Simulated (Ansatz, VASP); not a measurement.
Two plane-wave programs on Pt

```
Pt
1.0
     0.00000    2.35935    1.48450
     2.35935    0.00000    1.48450
     2.35935    2.35935    0.00000
Pt
1
Cartesian
  0.0000 0.0000 0.0000
```

Alike in both runs: task single point; functional LDA; k mesh 22 × 22 × 22; occupations gaussian, width 0.15 eV; no spin polarisation.

|  | VASP | Ansatz |
| --- | --- | --- |
| version | VASP 6.6.1 | Ansatz 0.2.0 |
| potentials or method | VASP PAW LDA potentials, release 64 (Pt), cutoff 520 eV | scalar-relativistic, plane waves, PAW |
| valence electrons in the cell | 10 | 18 |

```csv
,VASP,Ansatz,Ansatz less VASP
gap on the k mesh at the Fermi level (eV),none,none,-
pressure (GPa),-23.1,-23.6,-0.50
"traceless stress, the component that is largest in VASP (GPa)",-6.68,-6.88,-0.204
```

Ansatz warns that its potentials were made for another functional, while VASP's fit it. LDA's correlation is that of Perdew and Zunger in VASP and of Perdew and Wang (1992) in Ansatz. A gap of «none» marks a metal or a gap that the smearing closes. VASP's potentials hold 10 valence electrons a cell and Ansatz's 18, so a difference there can come from the potentials and not from the codes.

Spin-orbit coupling is off throughout.
